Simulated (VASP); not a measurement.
The system is Pb.

```
CELL_PARAMETERS angstrom
-1.93925 1.93925 1.93925
1.93925 -1.93925 1.93925
1.93925 1.93925 -1.93925
ATOMIC_POSITIONS crystal
Pb 0.00000 0.00000 0.00000
```

This isn't the form of Pb at room conditions, which is fcc.

Base run:

| Item | Value |
| --- | --- |
| Program | VASP 6.6.1 |
| Functional | r2SCAN |
| Potentials or basis | VASP PAW PBE potentials, release 64 (Pb_d) |
| Cutoff | 520 eV |
| k mesh | 9 × 9 × 9 |
| Occupations | fermi-dirac, width 0.05 eV |
| Spin | no spin polarisation |

Its results: band gap on the k mesh zero (bands 7 and 8 overlap by 10.57 eV); pressure 2.7 GPa.

**Question.** The run is repeated on the same cell with these changes: functional from r2SCAN to pbe exchange, pbesol correlation; cutoff from 520 eV to 500 eV; occupations from fermi-dirac, width 0.05 eV to gaussian, width 0.01 eV. What comes out?

**Answer.** Band gap on the k mesh zero (bands 7 and 8 overlap by 10.05 eV); pressure 4.7 GPa.

Caveats: the PAW data sets were made with another functional, which shifts forces and pressure a little; spin-orbit coupling is left out, which moves the levels of the heavy elements; the cell stands under pressure (at least some runs).
